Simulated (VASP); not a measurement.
# Fe (Im-3m) in VASP: relaxation of cell and atoms with PBEsol

Aim: the relaxation of cell and atoms of Fe with PBEsol.

Everything below comes from runs of VASP 6.6.1. Logs are shortened: lines on timing, memory, paths and dates and some standing lists are left out, and cuts for length are marked.

## (1) The cell of the first run

The structure is cubic, space group Im-3m (No. 229). The conventional cell has a = 2.779 Å, b = 2.779 Å, c = 2.779 Å, α = 90.00°, β = 90.00°, γ = 90.00°. Fe (site symmetry m-3m) has 14 Fe at 2.41 to 2.78 Å within 3.2 Å.

## (2) Relaxation of cell and atoms, PBEsol, collinear spin, ferromagnetic start, target pressure 1e-06 GPa, at which the enthalpy is minimised

File INCAR:

```
SYSTEM = Fe
PREC = Accurate
ENCUT = 600
EDIFF = 1E-7
ISMEAR = 0
SIGMA = 0.1
LREAL = .FALSE.
LASPH = .TRUE.
NELM = 200
ALGO = Normal
ISIF = 3
LWAVE = .FALSE.
LCHARG = .FALSE.
ISPIN = 2
MAGMOM = 2.39
LORBIT = 11
LMAXMIX = 4
GGA = PS
IBRION = 2
NSW = 70
EDIFFG = -0.004
PSTRESS = 9.999999999999999e-06
GGA_COMPAT = .FALSE.
NELMIN = 4
```

File KPOINTS:

```
regular mesh
0
G
  22 22 22
  0 0 0
```

File POSCAR:

```
Fe
1.0
   -1.3894603937      1.3894603937      1.3894603937
    1.3894603937     -1.3894603937      1.3894603937
    1.3894603937      1.3894603937     -1.3894603937
Fe
1
Direct
    0.0000000000      0.0000000000      0.0000000000
```

Potentials or basis: VASP PAW PBE potentials, release 64 (Fe).

The run is started by

```
$ cat potpaw_PBE.64/Fe/POTCAR > POTCAR
$ mpirun -np 1 vasp_std > vasp.out
```

OUTCAR:

```text
SYSTEM = Fe
   PREC = Accurate
   ENCUT = 600
   EDIFF = 1E-7
   ISMEAR = 0
   LREAL = .FALSE.
   LASPH = .TRUE.
   NELM = 200
   ISIF = 3
   ISPIN = 2
   LORBIT = 11
   GGA = PS
   IBRION = 2
   NSW = 70
   EDIFFG = -0.004
   PSTRESS = 9.999999999999999e-06
   NELMIN = 4

 ion  position               nearest neighbor table
   1  0.000  0.000  0.000-

  LATTYP: Found a body centered cubic cell.
 ALAT       =     2.7789207874

  Lattice vectors:

 A1 = (  -1.3894603937,   1.3894603937,   1.3894603937)
 A2 = (   1.3894603937,  -1.3894603937,   1.3894603937)
 A3 = (   1.3894603937,   1.3894603937,  -1.3894603937)

Analysis of symmetry for initial positions (statically):
=====================================================================
 Subroutine PRICEL returns:
 Original cell was already a primitive cell.

 Routine SETGRP: Setting up the symmetry group for a
 body centered cubic supercell.

 Subroutine GETGRP returns: Found 48 space group operations
 (whereof 48 operations were pure point group operations)
 out of a pool of 48 trial point group operations.

The static configuration has the point symmetry O_h .

Analysis of symmetry for dynamics (positions and initial velocities):
=====================================================================
 Subroutine PRICEL returns:
 Original cell was already a primitive cell.

 Routine SETGRP: Setting up the symmetry group for a
 body centered cubic supercell.

 Subroutine GETGRP returns: Found 48 space group operations
 (whereof 48 operations were pure point group operations)
 out of a pool of 48 trial point group operations.

The dynamic configuration has the point symmetry O_h .

Analysis of structural, dynamic, and magnetic symmetry:
=====================================================================
 Subroutine PRICEL returns:
 Original cell was already a primitive cell.

 Routine SETGRP: Setting up the symmetry group for a
 body centered cubic supercell.

 Subroutine GETGRP returns: Found 48 space group operations
 (whereof 48 operations were pure point group operations)
 out of a pool of 48 trial point group operations.

The overall configuration has the point symmetry O_h .

 Subroutine INISYM returns: Found 48 space group operations
 (whereof 48 operations are pure point group operations),
 and found     1 'primitive' translations

----------------------------------------------------------------------------------------

                                     Primitive cell

  volume of cell :      10.7300

  direct lattice vectors                    reciprocal lattice vectors
    -1.389460394  1.389460394  1.389460394     0.000000000  0.359851927  0.359851927
     1.389460394 -1.389460394  1.389460394     0.359851927  0.000000000  0.359851927
     1.389460394  1.389460394 -1.389460394     0.359851927  0.359851927  0.000000000

  length of vectors
     2.406615997  2.406615997  2.406615997     0.508907475  0.508907475  0.508907475

  position of ions in fractional coordinates (direct lattice)
     0.000000000  0.000000000  0.000000000

  ion indices of the primitive-cell ions
   primitive index   ion index
                 1           1

----------------------------------------------------------------------------------------

 KPOINTS: regular mesh

Automatic generation of k-mesh.
 Grid dimensions read from file:
 generate k-points for:   22   22   22

 Generating k-lattice:

  Cartesian coordinates                     Fractional coordinates (reciprocal lattice)
     0.000000000  0.016356906  0.016356906     0.045454545  0.000000000  0.000000000
     0.016356906  0.000000000  0.016356906     0.000000000  0.045454545  0.000000000
     0.016356906  0.016356906  0.000000000     0.000000000  0.000000000  0.045454545

  Length of vectors
     0.023132158  0.023132158  0.023132158

  Shift w.r.t. Gamma in fractional coordinates (k-lattice)
     0.000000000  0.000000000  0.000000000

 Subroutine IBZKPT returns following result:
 ===========================================

 Found    328 irreducible k-points:

 Following reciprocal coordinates:
            Coordinates               Weight
  0.000000  0.000000  0.000000      1.000000
  0.045455  0.000000  0.000000     12.000000
  0.090909  0.000000  0.000000     12.000000
  0.136364  0.000000  0.000000     12.000000
  0.181818  0.000000  0.000000     12.000000
  0.227273  0.000000  0.000000     12.000000
[... 16 lines left out ...]
  0.090909  0.090909  0.000000     24.000000
  0.136364  0.090909  0.000000     48.000000
 [... further k-points ...]
   k-points           NKPTS =    328   k-points in BZ     NKDIM =    328   number of bands    NBANDS=      9
   number of dos      NEDOS =    301   number of ions     NIONS =      1
   total plane-waves  NPLWV =   8000
   dimension x,y,z NGX =    20 NGY =   20 NGZ =   20
   dimension x,y,z NGXF=    40 NGYF=   40 NGZF=   40
   ions per type =               1
   NGX,Y,Z   is equivalent  to a cutoff of  13.82, 13.82, 13.82 a.u.
   NGXF,Y,Z  is equivalent  to a cutoff of  27.63, 27.63, 27.63 a.u.
 SYSTEM =  Fe
   PREC   = accura    normal or accurate (medium, high low for compatibility)
   ISTART =      0    job   : 0-new  1-cont  2-samecut
   ICHARG =      2    charge: 1-file 2-atom 10-const
   ISPIN  =      2    spin polarized calculation?
   LNONCOLLINEAR =      F non collinear calculations
   LSORBIT =      F    spin-orbit coupling
   LASPH  =      T    aspherical Exc in radial PAW
   ENCUT  =  600.0 eV  44.10 Ry    6.64 a.u.   4.81  4.81  4.81*2*pi/ulx,y,z
   NELM   =    200;   NELMIN=  4; NELMDL= -5     # of ELM steps
   EDIFF  = 0.1E-06   stopping-criterion for ELM
   LREAL  =      F    real-space projection
   EDIFFG = -.4E-02   stopping-criterion for IOM
   NSW    =     70    number of steps for IOM
   IBRION =      2    ionic relax: 0-MD 1-quasi-New 2-CG
   NFREE  =      1    steps in history (QN), initial steepest desc. (CG)
   ISIF   =      3    stress and relaxation
   ISYM   =      2    0-nonsym 1-usesym 2-fastsym
   POTIM  = 0.5000    time-step for ionic-motion
   TEBEG  =    0.0;   TEEND  =   0.0 temperature during run
   PSTRESS=    0.0 pullay stress
   NELECT =       8.0000    total number of electrons
   NUPDOWN=      -1.0000    fix difference up-down
   EMIN   =  10.00;   EMAX   =-10.00  energy-range for DOS
   EFERMI =   0.00;   METHOD = LEGACY
   ISMEAR =     0;   SIGMA  =   0.10  broadening in eV -4-tet -1-fermi 0-gaus
   EFERMI_NEDOS =   21; number of points for ismear=-14 and -15
   IALGO  =     38    algorithm
   IMIX   =      4    mixing-type and parameters
     AMIX     =   0.40;   BMIX     =  1.00
     AMIX_MAG =   1.60;   BMIX_MAG =  1.00
  volume/ion in A,a.u.               =      10.73        72.41
  Fermi-wavevector in a.u.,A,eV,Ry     =   1.484472  2.805245 29.982573  2.203657
  Thomas-Fermi vector in A             =   2.598004
   LORBIT       =     11    0 simple, 1 ext, 2 COOP (PROOUT), +10 PAW based schemes
   GGA     = PS    functional components
   LHFCALC =     F    Hartree Fock is set to
   AEXX    =    0.0000 exact exchange contribution
   IVDW    =     0    specifies the selected vdW correction
   LEPSILON=     F    determine dielectric tensor
   LRPA    =     F    only Hartree local field effects (RPA)
 conjugate gradient relaxation of ions
 spin polarized calculation
 Gauss-broadening in eV      SIGMA  =   0.10
  energy-cutoff  :      600.00
  volume of cell :       10.73
 maximum number of plane-waves:       370
   NGX =  9   NGY =  9   NGZ =  9

--------------------------------------- Ionic step        1  -------------------------------------------

 number of electron       7.9999998 magnetization       2.1218307

 Free energy of the ion-electron system (eV)
  ---------------------------------------------------
  ext. energy  EPLUGINS =         0.00000000
  ---------------------------------------------------
  free energy    TOTEN  =        -8.91946327 eV

  energy without entropy =       -8.91462138  energy(sigma->0) =       -8.91704233

------------------------ aborting loop because EDIFF is reached ----------------------------------------

  FORCE on cell =-STRESS in cart. coord.  units (eV):
  Direction    XX          YY          ZZ          XY          YZ          ZX
  --------------------------------------------------------------------------------------
  -------------------------------------------------------------------------------------
  Total        0.1622855      0.1622855      0.1622855      0.0000000     -0.0000000     -0.0000000
  in kB       24.2321480     24.2321480     24.2321480      0.0000000     -0.0000000     -0.0000000
  external PRESSURE =      24.2321380 kB  Pullay stress =       0.0000100 kB
[... 59 lines left out ...]
  enthalpy is  TOTEN    =        -8.9188766743 eV   P V=        0.0000000686

--------------------------------------- Ionic step        3  -------------------------------------------

 number of electron       8.0000000 magnetization       2.1325371

 Free energy of the ion-electron system (eV)
  ---------------------------------------------------
  ext. energy  EPLUGINS =         0.00000000
  ---------------------------------------------------
  free energy    TOTEN  =        -8.92027582 eV

  energy without entropy =       -8.91565541  energy(sigma->0) =       -8.91796561

 E-fermi :   6.1868     XC(G=0): -13.5477

 val. band max:        6.1825357327   @ k =  -0.4091   0.4091   0.2727
 cond. band min:       6.2017297527   @ k =   0.4091   0.0455   0.0455
 fundamental gap:      0.0191940200
 Fermi energy:         6.1868115124

 spin component 1

 k-point     1 :       0.0000    0.0000    0.0000
  band No.  band energies     occupation
      1      -2.6423      1.00000
      2       3.7542      1.00000
      3       3.7542      1.00000
      4       3.7542      1.00000
      5       5.1185      1.00000
      6       5.1185      1.00000
      7      31.5492      0.00000
      8      31.5492      0.00000
      9      31.5492      0.00000
[... 265 lines left out ...]
 k-point    24 :       0.1364    0.0909    0.0000
  band No.  band energies     occupation
      1      -1.0615      1.00000
      2       3.3979      1.00000
      3       3.5061      1.00000
      4       4.6978      1.00000
      5       4.8318      1.00000
      6       5.2128      1.00000
      7      25.6464      0.00000
      8      27.3920      0.00000
      9      31.6162      0.00000

 [... further k-points ...]

 spin component 2

 k-point     1 :       0.0000    0.0000    0.0000
  band No.  band energies     occupation
      1      -2.3693      1.00000
      2       5.6205      1.00000
      3       5.6206      1.00000
      4       5.6206      1.00000
      5       7.7087      0.00000
      6       7.7087      0.00000
      7      31.4810      0.00000
      8      31.4810      0.00000
      9      31.4810      0.00000
[... 304 lines left out ...]
  FREE ENERGIE OF THE ION-ELECTRON SYSTEM (eV)
  ---------------------------------------------------
  free  energy   TOTEN  =        -8.9202758221 eV

  energy  without entropy=       -8.9156554070  energy(sigma->0) =       -8.91796561

  enthalpy is  TOTEN    =        -8.9202757545 eV   P V=        0.0000000676

 reached required accuracy - stopping structural energy minimisation

 total charge

# of ion       s       p       d       tot
------------------------------------------
    1        0.511   0.589   6.276   7.375

 magnetization (x)

# of ion       s       p       d       tot
------------------------------------------
    1       -0.012  -0.049   2.175   2.114
```

Run time: 3.8 min. Hardware: 1 thread of Oxide Virtual Turin-like, shared host; peak memory 0.16 GiB.

What came out:

| Property | Result |
| --- | --- |
| Free energy | -8.9203 eV |
| Relaxed volume | 10.84 Å³/atom |
| Relaxed cell | a = 2.415 Å, b = 2.415 Å, c = 2.415 Å, α = 109.47°, β = 109.47°, γ = 109.47° |
| Space group after relaxing (to 0.1 Å) | Im-3m (No. 229) |
| Energy change on relaxing (the run minimises the enthalpy) | -0.8 meV/atom |
| Ionic steps | 3 |
| Pressure after relaxing | 0.0 GPa |
| Net moment | 2.13 μB per cell |
| Site moments | Fe +2.11 μB |
| Valence electrons inside the program's atomic spheres | Fe 7.38 |

Step by step:
```tsv
step	energy change (eV)	largest force (eV/Å)	pressure (GPa)	volume (Å³)
1	0.0000	0.0000	2.42	10.73
2	0.0006	0.0000	-3.03	10.98
3	-0.0008	0.0000	0.01	10.84
```

Final structure:
```yaml
crystal:
  lattice:
    - [-1.39414, 1.39414, 1.39414]
    - [1.39414, -1.39414, 1.39414]
    - [1.39414, 1.39414, -1.39414]
  atoms:
    - { symbol: Fe, position: [0.00000, 0.00000, 0.00000] }
```

Caveat: the cell is relaxed towards a set pressure, so the run minimises the enthalpy, not the energy; the PAW data sets were made with another functional, which shifts forces and pressure a little.
